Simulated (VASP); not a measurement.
# FeO (Wuestite) (R-3m) in VASP: single point with PBE

Aim: the single point of FeO (Wuestite) with PBE.

Everything below comes from runs of VASP 6.6.1. Logs are shortened: lines on timing, memory, paths and dates and some standing lists are left out, and cuts for length are marked.

### Step 1. The cell of the first run

It takes space group R-3m (No. 166, trigonal). Conventional cell: a = 2.997 Å, b = 2.997 Å, c = 7.457 Å, α = 90.00°, β = 90.00°, γ = 120.00°. Within 2.8 Å of Fe (site symmetry -3m) lie 6 O at 2.13 Å. Within 2.8 Å of O (site symmetry -3m) lie 6 Fe at 2.13 Å.

### Step 2. Single point, PBE, collinear spin, ferromagnetic start

INCAR

```
SYSTEM = FeO
ALGO = Normal ; EDIFF = 1E-6
ENCUT = 600 ; GGA = PE
GGA_COMPAT = .FALSE. ; ISIF = 2
ISMEAR = -1 ; ISPIN = 2
LASPH = .TRUE. ; LCHARG = .FALSE.
LMAXMIX = 4 ; LORBIT = 11
LREAL = .FALSE. ; LWAVE = .FALSE.
MAGMOM = 3 0 ; NBANDS = 22
NELM = 200 ; PREC = Accurate
SIGMA = 0.05
```

KPOINTS

```
k-points
0
G
  11 11 11
  0 0 0
```

POSCAR

```
FeO
1.0
    1.4982937792      0.8650403168      2.4855247686
   -1.4982937792      0.8650403168      2.4855247686
    0.0000000000     -1.7300806335      2.4855247686
Fe O
1 1
Direct
    0.0000000000      0.0000000000      0.0000000000
    0.5000000000      0.5000000000      0.5000000000
```

Potentials or basis: VASP PAW PBE potentials, release 64 (Fe_sv, O).

Launch:

```
cat potpaw_PBE.64/Fe_sv/POTCAR potpaw_PBE.64/O/POTCAR > POTCAR
mpirun -np 1 vasp_std > vasp.out
```

OUTCAR:

```text
SYSTEM = FeO
   EDIFF = 1E-6
   ENCUT = 600
   GGA = PE
   ISIF = 2
   ISMEAR = -1
   ISPIN = 2
   LASPH = .TRUE.
   LORBIT = 11
   LREAL = .FALSE.
   NELM = 200
   PREC = Accurate

 ion  position               nearest neighbor table
   1  0.000  0.000  0.000-   2 2.13   2 2.13   2 2.13   2 2.13   2 2.13   2 2.13
   2  0.500  0.500  0.500-   1 2.13   1 2.13   1 2.13   1 2.13   1 2.13   1 2.13

  LATTYP: Found a trigonal (rhomboedric) cell.
 ALAT       =     3.0283679390
 COS(alpha) =     0.5104391626

  Lattice vectors:

 A1 = (   1.4982937792,   0.8650403168,   2.4855247686)
 A2 = (  -1.4982937792,   0.8650403168,   2.4855247686)
 A3 = (   0.0000000000,  -1.7300806335,   2.4855247686)

Analysis of symmetry for initial positions (statically):
=====================================================================
 Subroutine PRICEL returns:
 Original cell was already a primitive cell.

 Routine SETGRP: Setting up the symmetry group for a
 trigonal (rhombohedral) supercell.

 Subroutine GETGRP returns: Found 12 space group operations
 (whereof 12 operations were pure point group operations)
 out of a pool of 12 trial point group operations.

The static configuration has the point symmetry D_3d.

Analysis of symmetry for dynamics (positions and initial velocities):
=====================================================================
 Subroutine PRICEL returns:
 Original cell was already a primitive cell.

 Routine SETGRP: Setting up the symmetry group for a
 trigonal (rhombohedral) supercell.

 Subroutine GETGRP returns: Found 12 space group operations
 (whereof 12 operations were pure point group operations)
 out of a pool of 12 trial point group operations.

The dynamic configuration has the point symmetry D_3d.

Analysis of structural, dynamic, and magnetic symmetry:
=====================================================================
 Subroutine PRICEL returns:
 Original cell was already a primitive cell.

 Routine SETGRP: Setting up the symmetry group for a
 trigonal (rhombohedral) supercell.

 Subroutine GETGRP returns: Found 12 space group operations
 (whereof 12 operations were pure point group operations)
 out of a pool of 12 trial point group operations.

The overall configuration has the point symmetry D_3d.

 Subroutine INISYM returns: Found 12 space group operations
 (whereof 12 operations are pure point group operations),
 and found     1 'primitive' translations

----------------------------------------------------------------------------------------

                                     Primitive cell

  volume of cell :      19.3287

  direct lattice vectors                    reciprocal lattice vectors
     1.498293779  0.865040317  2.485524769     0.333712925  0.192669247  0.134109842
    -1.498293779  0.865040317  2.485524769    -0.333712925  0.192669247  0.134109842
     0.000000000 -1.730080634  2.485524769     0.000000000 -0.385338494  0.134109842

  length of vectors
     3.028367939  3.028367939  3.028367939     0.408008830  0.408008830  0.408008830

  position of ions in fractional coordinates (direct lattice)
     0.000000000  0.000000000  0.000000000
     0.500000000  0.500000000  0.500000000

  ion indices of the primitive-cell ions
   primitive index   ion index
                 1           1
                 2           2

----------------------------------------------------------------------------------------

 KPOINTS: k-points

Automatic generation of k-mesh.
 Grid dimensions read from file:
 generate k-points for:   11   11   11

 Generating k-lattice:

  Cartesian coordinates                     Fractional coordinates (reciprocal lattice)
     0.030337539  0.017515386  0.012191804     0.090909091 -0.000000000 -0.000000000
    -0.030337539  0.017515386  0.012191804    -0.000000000  0.090909091 -0.000000000
     0.000000000 -0.035030772  0.012191804    -0.000000000 -0.000000000  0.090909091

  Length of vectors
     0.037091712  0.037091712  0.037091712

  Shift w.r.t. Gamma in fractional coordinates (k-lattice)
     0.000000000  0.000000000  0.000000000

 Subroutine IBZKPT returns following result:
 ===========================================

 Found    146 irreducible k-points:

 Following reciprocal coordinates:
            Coordinates               Weight
  0.000000  0.000000  0.000000      1.000000
  0.090909 -0.000000 -0.000000      6.000000
  0.181818 -0.000000 -0.000000      6.000000
  0.272727 -0.000000 -0.000000      6.000000
  0.363636 -0.000000 -0.000000      6.000000
  0.454545 -0.000000 -0.000000      6.000000
[... 16 lines left out ...]
 -0.272727  0.181818 -0.000000     12.000000
 -0.181818  0.181818  0.000000      6.000000
 [... further k-points ...]
   k-points           NKPTS =    146   k-points in BZ     NKDIM =    146   number of bands    NBANDS=     22
   number of dos      NEDOS =    301   number of ions     NIONS =      2
   total plane-waves  NPLWV =  13824
   dimension x,y,z NGX =    24 NGY =   24 NGZ =   24
   dimension x,y,z NGXF=    48 NGYF=   48 NGZF=   48
   ions per type =               1   1
   NGX,Y,Z   is equivalent  to a cutoff of  13.18, 13.18, 13.18 a.u.
   NGXF,Y,Z  is equivalent  to a cutoff of  26.35, 26.35, 26.35 a.u.
 SYSTEM =  FeO
   PREC   = accura    normal or accurate (medium, high low for compatibility)
   ISTART =      0    job   : 0-new  1-cont  2-samecut
   ICHARG =      2    charge: 1-file 2-atom 10-const
   ISPIN  =      2    spin polarized calculation?
   LNONCOLLINEAR =      F non collinear calculations
   LSORBIT =      F    spin-orbit coupling
   LASPH  =      T    aspherical Exc in radial PAW
   ENCUT  =  600.0 eV  44.10 Ry    6.64 a.u.   6.05  6.05  6.05*2*pi/ulx,y,z
   NELM   =    200;   NELMIN=  2; NELMDL= -5     # of ELM steps
   EDIFF  = 0.1E-05   stopping-criterion for ELM
   LREAL  =      F    real-space projection
   EDIFFG = 0.1E-04   stopping-criterion for IOM
   NSW    =      0    number of steps for IOM
   IBRION =     -1    ionic relax: 0-MD 1-quasi-New 2-CG
   NFREE  =      0    steps in history (QN), initial steepest desc. (CG)
   ISIF   =      2    stress and relaxation
   ISYM   =      2    0-nonsym 1-usesym 2-fastsym
   POTIM  = 0.5000    time-step for ionic-motion
   TEBEG  =    0.0;   TEEND  =   0.0 temperature during run
   PSTRESS=    0.0 pullay stress
   NELECT =      22.0000    total number of electrons
   NUPDOWN=      -1.0000    fix difference up-down
   EMIN   =  10.00;   EMAX   =-10.00  energy-range for DOS
   EFERMI =   0.00;   METHOD = LEGACY
   ISMEAR =    -1;   SIGMA  =   0.05  broadening in eV -4-tet -1-fermi 0-gaus
   EFERMI_NEDOS =   21; number of points for ismear=-14 and -15
   IALGO  =     38    algorithm
   IMIX   =      4    mixing-type and parameters
     AMIX     =   0.40;   BMIX     =  1.00
     AMIX_MAG =   1.60;   BMIX_MAG =  1.00
  volume/ion in A,a.u.               =       9.66        65.22
  Fermi-wavevector in a.u.,A,eV,Ry     =   1.709286  3.230083 39.751597  2.921660
  Thomas-Fermi vector in A             =   2.787798
   LORBIT       =     11    0 simple, 1 ext, 2 COOP (PROOUT), +10 PAW based schemes
   GGA     = PE    functional components
   LHFCALC =     F    Hartree Fock is set to
   AEXX    =    0.0000 exact exchange contribution
   IVDW    =     0    specifies the selected vdW correction
   LEPSILON=     F    determine dielectric tensor
   LRPA    =     F    only Hartree local field effects (RPA)
 spin polarized calculation
  energy-cutoff  :      600.00
  volume of cell :       19.33
 maximum number of plane-waves:       664
   NGX = 13   NGY = 13   NGZ = 13

 number of electron      22.0000010 magnetization       3.9997753

 Free energy of the ion-electron system (eV)
  ---------------------------------------------------
  ext. energy  EPLUGINS =         0.00000000
  ---------------------------------------------------
  free energy    TOTEN  =       -15.02612729 eV

  energy without entropy =      -15.01517328  energy(sigma->0) =      -15.02065029

 E-fermi :  10.3250     XC(G=0): -12.7367

 val. band max:       10.3226465520   @ k =  -0.4545   0.1818   0.0000
 cond. band min:      10.3257377230   @ k =   0.2727   0.0909   0.0909
 fundamental gap:      0.0030911710
 Fermi energy:        10.3250406089

 spin component 1

 k-point     1 :       0.0000    0.0000    0.0000
  band No.  band energies     occupation
      1     -79.5754      1.00000
      2     -45.6074      1.00000
      3     -45.5927      1.00000
      4     -45.5927      1.00000
      5     -10.7517      1.00000
      6       6.2593      1.00000
[... 14 lines left out ...]
     21      31.6596      0.00000
     22      34.4223      0.00000

 k-point     2 :       0.0909   -0.0000   -0.0000
  band No.  band energies     occupation
      1     -79.5749      1.00000
      2     -45.6085      1.00000
      3     -45.5974      1.00000
      4     -45.5934      1.00000
      5     -10.6637      1.00000
      6       5.4501      1.00000
[... 14 lines left out ...]
     21      32.5619      0.00000
     22      35.7953      0.00000

 k-point     3 :       0.1818   -0.0000   -0.0000
  band No.  band energies     occupation
      1     -79.5735      1.00000
      2     -45.6158      1.00000
      3     -45.6060      1.00000
      4     -45.5956      1.00000
      5     -10.4186      1.00000
      6       4.1625      1.00000
[... 14 lines left out ...]
     21      34.7696      0.00000
     22      37.9540      0.00000
[... 476 lines left out ...]
 k-point    23 :      -0.2727    0.1818   -0.0000
  band No.  band energies     occupation
      1     -79.5694      1.00000
      2     -45.6395      1.00000
      3     -45.6200      1.00000
      4     -45.6063      1.00000
      5      -9.7093      1.00000
      6       2.2057      1.00000
[... 14 lines left out ...]
     21      37.3054      0.00000
     22      38.9423      0.00000

 k-point    24 :      -0.1818    0.1818    0.0000
  band No.  band energies     occupation
      1     -79.5710      1.00000
      2     -45.6284      1.00000
      3     -45.6164      1.00000
      4     -45.6026      1.00000
      5      -9.9890      1.00000
      6       2.7889      1.00000
[... 14 lines left out ...]
     21      37.4046      0.00000
     22      39.0575      0.00000

 [... further k-points ...]

 spin component 2

 k-point     1 :       0.0000    0.0000    0.0000
  band No.  band energies     occupation
      1     -75.4139      1.00000
      2     -41.5300      1.00000
      3     -41.5300      1.00000
      4     -41.5293      1.00000
      5     -10.2138      1.00000
      6       6.8212      1.00000
[... 14 lines left out ...]
     21      33.2729      0.00000
     22      35.5719      0.00000

 k-point     2 :       0.0909   -0.0000   -0.0000
  band No.  band energies     occupation
      1     -75.4133      1.00000
      2     -41.5365      1.00000
      3     -41.5308      1.00000
      4     -41.5300      1.00000
      5     -10.1241      1.00000
      6       6.2642      1.00000
[... 14 lines left out ...]
     21      33.9927      0.00000
     22      37.0813      0.00000

 k-point     3 :       0.1818   -0.0000   -0.0000
  band No.  band energies     occupation
      1     -75.4116      1.00000
      2     -41.5539      1.00000
      3     -41.5334      1.00000
      4     -41.5321      1.00000
      5      -9.8744      1.00000
      6       4.9807      1.00000
[... 14 lines left out ...]
     21      35.8332      0.00000
     22      39.2525      0.00000
[... 476 lines left out ...]
 k-point    23 :      -0.2727    0.1818   -0.0000
  band No.  band energies     occupation
      1     -75.4067      1.00000
      2     -41.5875      1.00000
      3     -41.5547      1.00000
      4     -41.5371      1.00000
      5      -9.1457      1.00000
      6       3.0396      1.00000
[... 14 lines left out ...]
     21      37.9337      0.00000
     22      39.7416      0.00000

 k-point    24 :      -0.1818    0.1818    0.0000
  band No.  band energies     occupation
      1     -75.4086      1.00000
      2     -41.5745      1.00000
      3     -41.5481      1.00000
      4     -41.5340      1.00000
      5      -9.4341      1.00000
      6       3.6638      1.00000
[... 14 lines left out ...]
     21      38.2438      0.00000
     22      39.8057      0.00000

 [... further k-points ...]
[... 5 lines left out ...]
  --------------------------------------------------------------------------------------
  -------------------------------------------------------------------------------------
  Total        0.5654743      0.5654743      0.4608944      0.0000000      0.0000000      0.0000000
  in kB       46.8727841     46.8727841     38.2040448      0.0000000      0.0000000      0.0000000
  external PRESSURE =      43.9832043 kB  Pullay stress =       0.0000000 kB

 VOLUME and BASIS-vectors are now :
 -----------------------------------------------------------------------------
  energy-cutoff  :      600.00
  volume of cell :       19.33
      direct lattice vectors                 reciprocal lattice vectors
     1.498293779  0.865040317  2.485524769     0.333712925  0.192669247  0.134109842
    -1.498293779  0.865040317  2.485524769    -0.333712925  0.192669247  0.134109842
     0.000000000 -1.730080634  2.485524769     0.000000000 -0.385338494  0.134109842

 POSITION                                       TOTAL-FORCE (eV/Angst)
 -----------------------------------------------------------------------------------
      0.00000      0.00000      0.00000         0.000000      0.000000      0.000000
      0.00000      0.00000      3.72829         0.000000      0.000000     -0.000000
 -----------------------------------------------------------------------------------
    total drift:                               -0.000000     -0.000000     -0.000000

  FREE ENERGIE OF THE ION-ELECTRON SYSTEM (eV)
  ---------------------------------------------------
  free  energy   TOTEN  =       -15.0261272916 eV

  energy  without entropy=      -15.0151732800  energy(sigma->0) =      -15.02065029

 total charge

# of ion       s       p       d       tot
------------------------------------------
    1        2.106   6.001   5.521  13.627
    2        1.553   3.460   0.000   5.013
--------------------------------------------------
tot          3.658   9.461   5.521  18.640

 magnetization (x)

# of ion       s       p       d       tot
------------------------------------------
    1        0.015   0.011   3.447   3.473
    2        0.031   0.272   0.000   0.304
--------------------------------------------------
tot          0.047   0.283   3.447   3.777
```

Wall time 62 s (1 thread of Intel Xeon Platinum 8375C at 2.90GHz (Ice Lake), shared host); peak memory 0.23 GiB.

Results:

```
Free energy                                           : -15.0261 eV
Pressure                                              : 4.4 GPa
Band gap on the k mesh                                : zero (filled and empty bands overlap)
Net moment                                            : 4.00 μB per cell
Site moments                                          : Fe +3.47; O +0.30 μB
Valence electrons inside the program's atomic spheres : Fe 13.63; O 5.01
```

Stress tensor (GPa, compression positive):
```
4.69 0.00 0.00
0.00 4.69 0.00
0.00 0.00 3.82
```

Caveat: a cell with one magnetic atom can't hold antiferromagnetic order, which such compounds often take; semilocal functionals often make such compounds metallic where correlation or magnetic order opens a gap, which also shifts bond lengths.
